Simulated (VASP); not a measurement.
Here is a VASP 6.6.1 calculation.

File INCAR:

```
SYSTEM = K
PREC     = Accurate       ! precision mode
ENCUT    = 520            ! plane-wave cutoff, eV
EDIFF    = 1E-6           ! SCF threshold, eV
ISMEAR   = 0              ! smearing method
SIGMA    = 0.15           ! smearing width, eV
LREAL    = .False.        ! projectors in reciprocal space
LASPH    = .True.         ! aspherical terms in the spheres
NELM     = 60             ! most SCF steps
ALGO     = Fast           ! electronic algorithm
ISIF     = 2              ! what is computed and relaxed
LWAVE    = .False.        ! write WAVECAR
LCHARG   = .False.        ! write CHGCAR
GGA      = PE             ! functional
NBANDS   = 10             ! bands
```

KPOINTS

```
regular mesh
0
Gamma
  14 14 14
  0 0 0
```

POSCAR

```
K
1.0
   -2.8274400000      2.8274400000      2.7227200000
    2.8274400000     -2.8274400000      2.7227200000
    2.8274400000      2.8274400000     -2.7227200000
K
1
Direct
    0.0000000000      0.0000000000      0.0000000000
```

Potentials or basis: VASP PAW PBE potentials, release 64 (K_sv).

Launch:

```console
$ cat potpaw_PBE.64/K_sv/POTCAR > POTCAR
$ mpirun -np 1 vasp_std > vasp.out
```

(1) Predict the pressure.

(2) What does it give for the band gap on the k mesh?

## Answers

(1) -0.4 GPa.

(2) zero (an odd number of electrons rules out a gap without spin polarisation).

Caveat: the cell differs from its parent crystal (strain +0.080 along x and y, +0.040 along z).
